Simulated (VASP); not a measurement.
# Os (P6_3/mmc) in VASP: further runs

Runs on Os. Level: LDA. Tasks: single point, relaxation of volume and atoms at fixed shape.

All numbers are computed with VASP 6.6.1; they aren't measurements. Logs are shortened: lines on timing, memory, paths and dates and some standing lists are left out, and cuts for length are marked.

**1. The cell of the first run**

The structure is hexagonal, space group P6_3/mmc (No. 194). Conventional cell: a = 2.716 Å, b = 2.716 Å, c = 4.291 Å, α = 90.00°, β = 90.00°, γ = 120.00°. Os (site symmetry -6m2) has 12 Os at 2.66 to 2.72 Å within 3.5 Å.

**2. Single point, LDA**

File INCAR:

```
  ALGO = Normal
  EDIFF = 1E-6
  ENCUT = 520
  ISIF = 2
  ISMEAR = -1
  LASPH = T
  LCHARG = T
  LELF = T
  LREAL = F
  LVHAR = T
  LWAVE = F
  NBANDS = 15
  NELM = 80
  PREC = Accurate
  SIGMA = 0.1
```

File KPOINTS:

```
k-points
0
Gamma
  10 10 6
```

File POSCAR:

```
Os
1.0
    2.7160154484      0.0000000000      0.0000000000
   -1.3580077242      2.3521383753      0.0000000000
    0.0000000000      0.0000000000      4.2911276370
Os
2
Direct
    0.3333333333      0.6666666667      0.2500000000
    0.6666666667      0.3333333333      0.7500000000
```

Potentials or basis: VASP PAW LDA potentials, release 64 (Os).

Started as:

```sh
$ cat potpaw_LDA.64/Os/POTCAR > POTCAR
$ mpirun -np 1 vasp_std > vasp.out
```

OUTCAR:

```text
EDIFF = 1E-6
   ENCUT = 520
   ISIF = 2
   ISMEAR = -1
   LASPH = T
   LREAL = F
   NELM = 80
   PREC = Accurate

 ion  position               nearest neighbor table
   1  0.333  0.667  0.250-   2 2.66   2 2.66   2 2.66   2 2.66   2 2.66   2 2.66
   2  0.667  0.333  0.750-   1 2.66   1 2.66   1 2.66   1 2.66   1 2.66   1 2.66

  LATTYP: Found a hexagonal cell.
 ALAT       =     2.7160154484
 C/A-ratio  =     1.5799349151

  Lattice vectors:

 A1 = (   2.7160154484,   0.0000000000,   0.0000000000)
 A2 = (  -1.3580077242,   2.3521383753,   0.0000000000)
 A3 = (   0.0000000000,   0.0000000000,   4.2911276370)

Analysis of symmetry for initial positions (statically):
=====================================================================
 Subroutine PRICEL returns:
 Original cell was already a primitive cell.

 Routine SETGRP: Setting up the symmetry group for a
 hexagonal supercell.

 Subroutine GETGRP returns: Found 24 space group operations
 (whereof 12 operations were pure point group operations)
 out of a pool of 24 trial point group operations.

The static configuration has the point symmetry D_3d.
 The point group associated with its full space group is D_6h.

Analysis of symmetry for dynamics (positions and initial velocities):
=====================================================================
 Subroutine PRICEL returns:
 Original cell was already a primitive cell.

 Routine SETGRP: Setting up the symmetry group for a
 hexagonal supercell.

 Subroutine GETGRP returns: Found 24 space group operations
 (whereof 12 operations were pure point group operations)
 out of a pool of 24 trial point group operations.

The dynamic configuration has the point symmetry D_3d.
 The point group associated with its full space group is D_6h.

 Subroutine INISYM returns: Found 24 space group operations
 (whereof 12 operations are pure point group operations),
 and found     1 'primitive' translations

----------------------------------------------------------------------------------------

                                     Primitive cell

  volume of cell :      27.4136

  direct lattice vectors                    reciprocal lattice vectors
     2.716015448  0.000000000  0.000000000     0.368186418  0.212572528  0.000000000
    -1.358007724  2.352138375  0.000000000     0.000000000  0.425145055  0.000000000
     0.000000000  0.000000000  4.291127637     0.000000000  0.000000000  0.233038978

  length of vectors
     2.716015448  2.716015448  4.291127637     0.425145055  0.425145055  0.233038978

  position of ions in fractional coordinates (direct lattice)
     0.333333333  0.666666667  0.250000000
     0.666666667  0.333333333  0.750000000

  ion indices of the primitive-cell ions
   primitive index   ion index
                 1           1
                 2           2

----------------------------------------------------------------------------------------

 KPOINTS: k-points

Automatic generation of k-mesh.
 Grid dimensions read from file:
 generate k-points for:   10   10    6

 Generating k-lattice:

  Cartesian coordinates                     Fractional coordinates (reciprocal lattice)
     0.036818642  0.021257253  0.000000000     0.100000000  0.000000000  0.000000000
     0.000000000  0.042514506  0.000000000     0.000000000  0.100000000  0.000000000
     0.000000000  0.000000000  0.038839830     0.000000000  0.000000000  0.166666667

  Length of vectors
     0.042514506  0.042514506  0.038839830

  Shift w.r.t. Gamma in fractional coordinates (k-lattice)
     0.000000000  0.000000000  0.000000000

 Subroutine IBZKPT returns following result:
 ===========================================

 Found     56 irreducible k-points:

 Following reciprocal coordinates:
            Coordinates               Weight
  0.000000  0.000000  0.000000      1.000000
  0.100000  0.000000  0.000000      6.000000
  0.200000  0.000000  0.000000      6.000000
  0.300000 -0.000000  0.000000      6.000000
  0.400000  0.000000  0.000000      6.000000
  0.500000 -0.000000  0.000000      3.000000
[... 16 lines left out ...]
  0.300000  0.100000  0.166667     24.000000
  0.400000  0.100000  0.166667     24.000000
 [... further k-points ...]
   k-points           NKPTS =     56   k-points in BZ     NKDIM =     56   number of bands    NBANDS=     15
   number of dos      NEDOS =    301   number of ions     NIONS =      2
   total plane-waves  NPLWV =  12800
   dimension x,y,z NGX =    20 NGY =   20 NGZ =   32
   dimension x,y,z NGXF=    40 NGYF=   40 NGZF=   64
   ions per type =               2
   NGX,Y,Z   is equivalent  to a cutoff of  12.24, 12.24, 12.40 a.u.
   NGXF,Y,Z  is equivalent  to a cutoff of  24.48, 24.48, 24.79 a.u.
 SYSTEM =  unknown system
   PREC   = accura    normal or accurate (medium, high low for compatibility)
   ISTART =      0    job   : 0-new  1-cont  2-samecut
   ICHARG =      2    charge: 1-file 2-atom 10-const
   ISPIN  =      1    spin polarized calculation?
   LNONCOLLINEAR =      F non collinear calculations
   LSORBIT =      F    spin-orbit coupling
   LASPH  =      T    aspherical Exc in radial PAW
   ENCUT  =  520.0 eV  38.22 Ry    6.18 a.u.   5.05  5.05  7.98*2*pi/ulx,y,z
   NELM   =     80;   NELMIN=  2; NELMDL= -5     # of ELM steps
   EDIFF  = 0.1E-05   stopping-criterion for ELM
   LREAL  =      F    real-space projection
   EDIFFG = 0.1E-04   stopping-criterion for IOM
   NSW    =      0    number of steps for IOM
   IBRION =     -1    ionic relax: 0-MD 1-quasi-New 2-CG
   NFREE  =      0    steps in history (QN), initial steepest desc. (CG)
   ISIF   =      2    stress and relaxation
   ISYM   =      2    0-nonsym 1-usesym 2-fastsym
   POTIM  = 0.5000    time-step for ionic-motion
   TEBEG  =    0.0;   TEEND  =   0.0 temperature during run
   PSTRESS=    0.0 pullay stress
   NELECT =      16.0000    total number of electrons
   NUPDOWN=      -1.0000    fix difference up-down
   EMIN   =  10.00;   EMAX   =-10.00  energy-range for DOS
   EFERMI =   0.00;   METHOD = LEGACY
   ISMEAR =    -1;   SIGMA  =   0.10  broadening in eV -4-tet -1-fermi 0-gaus
   EFERMI_NEDOS =   21; number of points for ismear=-14 and -15
   IALGO  =     38    algorithm
   IMIX   =      4    mixing-type and parameters
     AMIX     =   0.40;   BMIX     =  1.00
     AMIX_MAG =   1.60;   BMIX_MAG =  1.00
  volume/ion in A,a.u.               =      13.71        92.50
  Fermi-wavevector in a.u.,A,eV,Ry     =   1.368126  2.585383 25.466946  1.871768
  Thomas-Fermi vector in A             =   2.494117
   LORBIT       =      0    0 simple, 1 ext, 2 COOP (PROOUT), +10 PAW based schemes
   GGA     = CA    functional components
   LHFCALC =     F    Hartree Fock is set to
   AEXX    =    0.0000 exact exchange contribution
   IVDW    =     0    specifies the selected vdW correction
   LEPSILON=     F    determine dielectric tensor
   LRPA    =     F    only Hartree local field effects (RPA)
 non-spin polarized calculation
  energy-cutoff  :      520.00
  volume of cell :       27.41
 maximum number of plane-waves:       752
   NGX = 11   NGY = 11   NGZ = 15

 number of electron      15.9999998 magnetization

 Free energy of the ion-electron system (eV)
  ---------------------------------------------------
  ext. energy  EPLUGINS =         0.00000000
  ---------------------------------------------------
  free energy    TOTEN  =       -25.30538364 eV

  energy without entropy =      -25.26043016  energy(sigma->0) =      -25.28290690

 E-fermi :   9.7286     XC(G=0): -14.2957

 val. band max:        9.7212913195   @ k =   0.3000  -0.0000   0.0000
 cond. band min:       9.8089160312   @ k =   0.1000   0.1000   0.3333
 fundamental gap:      0.0876247118
 Fermi energy:         9.7286420955

 k-point     1 :       0.0000    0.0000    0.0000
  band No.  band energies     occupation
      1      -1.3432      2.00000
      2       1.7449      2.00000
      3       6.5431      2.00000
      4       6.5431      2.00000
      5       6.7955      2.00000
      6       7.4104      2.00000
      7       7.4104      2.00000
      8       8.0843      2.00000
      9       8.0843      2.00000
     10       9.8561      0.43704
     11      11.4331      0.00000
     12      11.4331      0.00000
     13      19.0241      0.00000
     14      23.8190      0.00000
     15      26.5447      0.00000

 k-point     2 :       0.1000    0.0000    0.0000
  band No.  band energies     occupation
      1      -0.9328      2.00000
      2       2.1024      2.00000
      3       5.9044      2.00000
      4       6.9081      2.00000
      5       7.1401      2.00000
      6       7.3839      2.00000
      7       7.4901      2.00000
      8       7.7514      2.00000
      9       7.8022      2.00000
     10       8.6104      1.99997
     11      11.6282      0.00000
     12      13.3829      0.00000
     13      18.9863      0.00000
     14      24.6533      0.00000
     15      27.0577      0.00000

 k-point     3 :       0.2000    0.0000    0.0000
  band No.  band energies     occupation
      1       0.1730      2.00000
      2       2.8625      2.00000
      3       5.2479      2.00000
      4       5.8136      2.00000
      5       6.6759      2.00000
      6       7.1967      2.00000
      7       7.9556      2.00000
      8       7.9600      2.00000
      9       8.2832      2.00000
     10       8.7206      1.99992
     11      11.9993      0.00000
     12      16.1044      0.00000
     13      18.7466      0.00000
     14      25.5374      0.00000
     15      26.9392      0.00000

 k-point     4 :       0.3000   -0.0000    0.0000
  band No.  band energies     occupation
      1       1.5143      2.00000
      2       2.9525      2.00000
      3       4.3447      2.00000
      4       5.4579      2.00000
      5       6.5971      2.00000
      6       6.7314      2.00000
      7       7.5062      2.00000
      8       9.5097      1.79856
      9       9.7213      1.03674
     10      10.1333      0.03437
     11      12.2977      0.00000
     12      18.3888      0.00000
     13      18.7784      0.00000
     14      22.3090      0.00000
     15      25.2196      0.00000
[... 307 lines left out ...]
 k-point    22 :       0.2000    0.1000    0.1667
  band No.  band energies     occupation
      1       1.3273      2.00000
      2       3.5055      2.00000
      3       4.5682      2.00000
      4       4.9786      2.00000
      5       6.2117      2.00000
      6       6.8844      2.00000
      7       7.5166      2.00000
      8       8.6923      1.99994
      9       9.4822      1.84325
     10       9.8837      0.34993
     11      11.9322      0.00000
     12      15.8317      0.00000
     13      20.4940      0.00000
     14      24.5311      0.00000
     15      25.6439      0.00000

 k-point    23 :       0.3000    0.1000    0.1667
  band No.  band energies     occupation
      1       2.1898      2.00000
      2       3.2130      2.00000
      3       4.0030      2.00000
      4       5.0814      2.00000
      5       6.3314      2.00000
      6       7.0015      2.00000
      7       7.5893      2.00000
      8       9.8416      0.48830
      9      10.9865      0.00001
     10      11.2030      0.00000
     11      12.3664      0.00000
     12      17.0009      0.00000
     13      19.5503      0.00000
     14      22.7111      0.00000
     15      23.2677      0.00000

 k-point    24 :       0.4000    0.1000    0.1667
  band No.  band energies     occupation
      1       2.2425      2.00000
      2       2.8166      2.00000
      3       4.0587      2.00000
      4       5.0532      2.00000
      5       6.1082      2.00000
      6       7.7684      2.00000
      7       8.1522      2.00000
      8      11.2027      0.00000
      9      11.6660      0.00000
     10      12.0444      0.00000
     11      13.6580      0.00000
     12      16.3310      0.00000
     13      18.9434      0.00000
     14      21.0294      0.00000
     15      22.1291      0.00000

 [... further k-points ...]

------------------------ aborting loop because EDIFF is reached ----------------------------------------

  FORCE on cell =-STRESS in cart. coord.  units (eV):
  Direction    XX          YY          ZZ          XY          YZ          ZX
  --------------------------------------------------------------------------------------
  -------------------------------------------------------------------------------------
  Total        0.3628554      0.3628554     -0.1939614      0.0000000     -0.0000000      0.0000000
  in kB       21.2069224     21.2069224    -11.3359892      0.0000000     -0.0000000      0.0000000
  external PRESSURE =      10.3592852 kB  Pullay stress =       0.0000000 kB

 VOLUME and BASIS-vectors are now :
 -----------------------------------------------------------------------------
  energy-cutoff  :      520.00
  volume of cell :       27.41
      direct lattice vectors                 reciprocal lattice vectors
     2.716015448  0.000000000  0.000000000     0.368186418  0.212572528  0.000000000
    -1.358007724  2.352138375  0.000000000     0.000000000  0.425145055  0.000000000
     0.000000000  0.000000000  4.291127637     0.000000000  0.000000000  0.233038978

 POSITION                                       TOTAL-FORCE (eV/Angst)
 -----------------------------------------------------------------------------------
     -0.00000      1.56809      1.07278        -0.000000      0.000000      0.000000
      1.35801      0.78405      3.21835         0.000000     -0.000000      0.000000
 -----------------------------------------------------------------------------------
    total drift:                               -0.000000      0.000000     -0.000000

  FREE ENERGIE OF THE ION-ELECTRON SYSTEM (eV)
  ---------------------------------------------------
  free  energy   TOTEN  =       -25.3053836369 eV

  energy  without entropy=      -25.2604301631  energy(sigma->0) =      -25.28290690
```

Wall time 22 s (1 thread of Intel Xeon 8259CL, shared host); peak memory 0.14 GiB.

Results:

```yaml
Free_energy: -25.3054 eV
Pressure: 1.0 GPa
Band_gap_on_the_k_mesh: zero (bands 8 and 9 overlap by 4.00 eV)
```

Caveat: spin-orbit coupling is left out, which moves the levels of the heavy elements.

**3. Relaxation of volume and atoms at fixed shape, LDA**

This run uses another cell than the first one, of 13.98 Å³/atom.

File INCAR:

```
SYSTEM = Os
ALGO = Normal
EDIFF = 1E-6
EDIFFG = -0.03
ENCUT = 600
IBRION = 2
ISIF = 8
ISMEAR = -1
LASPH = .True.
LCHARG = .False.
LREAL = .False.
LWAVE = .False.
NELM = 100
NSW = 80
PREC = Accurate
SIGMA = 0.1
```

File KPOINTS:

```
k-points
0
Gamma
  10 10 6
  0 0 0
```

File POSCAR:

```
Os
1.0
    2.7341000000      0.0000000000      0.0000000000
   -1.3670500000      2.3678000000      0.0000000000
    0.0000000000      0.0000000000      4.3197000000
Os
2
Direct
    0.3333333333      0.6666666667      0.2500000000
    0.6666666667      0.3333333333      0.7500000000
```

Potentials or basis: VASP PAW LDA potentials, release 64 (Os).

Started as:

```sh
$ cat potpaw_LDA.64/Os/POTCAR > POTCAR
$ mpirun -np 1 vasp_std > vasp.out
```

Wall time 52 s (1 thread of Intel Xeon 8259CL, shared host); peak memory 0.16 GiB.

It converged, with:

```yaml
Free_energy: -25.3102 eV
Relaxed_volume: 13.75 Å³/atom
Relaxed_cell: a = 2.719 Å, b = 2.719 Å, c = 4.296 Å, α = 90.00°, β = 90.00°, γ = 120.00°
Space_group_after_relaxing_to_0.1_Å: P6_3/mmc (No. 194)
Energy_gained_by_relaxing: 5.6 meV/atom
Ionic_steps: 3
Pressure_after_relaxing: -0.3 GPa
Band_gap_on_the_k_mesh: zero (bands 8 and 9 overlap by 3.98 eV)
```

Stress tensor (GPa, compression positive):
```
 0.81  0.00  0.00
 0.00  0.81  0.00
 0.00  0.00 -2.50
```

Step by step:
```csv
step,energy change (eV),largest force (eV/Å),pressure (GPa),volume (Å³)
1,0.0000,0.0000,-7.45,27.96
2,0.2476,0.0000,43.09,25.42
3,-0.0112,0.0000,-0.30,27.51
```

Final structure:
```
CELL_PARAMETERS angstrom
2.71916 0.00000 0.00000
-1.35958 2.35486 0.00000
0.00000 0.00000 4.29610
ATOMIC_POSITIONS crystal
Os 0.33333 0.66667 0.25000
Os 0.66667 0.33333 0.75000
```

Levels at points of the mesh, in eV from the Fermi level:
```csv
k point,band 4,band 5,band 6,band 7,band 8,band 9,band 10,band 11,band 12
"(0.00, 0.00, 0.00)",-3.17,-2.92,-2.31,-2.31,-1.64,-1.64,0.13,1.70,1.70
"(0.50, 0.00, 0.00)",-3.67,-2.91,-2.63,-1.95,2.06,2.64,2.77,4.52,5.85
"(0.00, 0.00, 0.50)",-3.66,-3.37,-3.37,-3.37,-3.37,0.88,0.88,0.88,0.88
"(0.50, 0.00, 0.50)",-5.49,-1.27,-1.27,-0.12,-0.12,2.41,2.41,3.38,3.38
```

Caveat: spin-orbit coupling is left out, which moves the levels of the heavy elements. LDA usually gives volumes a few per cent too small.
